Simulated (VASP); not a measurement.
Cd, 2 atoms in the cell. It takes space group R-3m (No. 166, trigonal). Conventional cell: a = 4.339 Å, b = 4.339 Å, c = 10.628 Å, α = 90.00°, β = 90.00°, γ = 120.00°. Cd (site symmetry 3m) has 4 Cd at 2.58 to 2.92 Å within 3.4 Å.  This cell differs from its parent crystal: shortest bond scaled by 1.1.

| Item | Value |
| --- | --- |
| Program | VASP 6.6.1 |
| Task | single point |
| Functional | LDA |
| Potentials or basis | VASP PAW LDA potentials, release 64 (Cd) |
| Cutoff | 520 eV |
| k mesh | 9 × 9 × 9 |
| Occupations | fermi-dirac, width 0.05 eV |
| Spin | no spin polarisation |
| Dipole correction | no |
| Further INCAR settings | ALGO = Normal; EDIFF = 1e-06; NBANDS = 19 |

Potentials or basis: VASP PAW LDA potentials, release 64 (Cd).

The run is started by

```bash
$ cat potpaw_LDA.64/Cd/POTCAR > POTCAR
$ mpirun -np 1 vasp_std > vasp.out
```

Hardware: 1 thread of Intel Xeon 8259CL (shared host).

Q: How long does it take, and how much memory?

A: Run time: 52 s on 1 thread of Intel Xeon 8259CL, on a shared host, peak memory 0.2 GiB. Counts: scf iterations 11, k points 85.
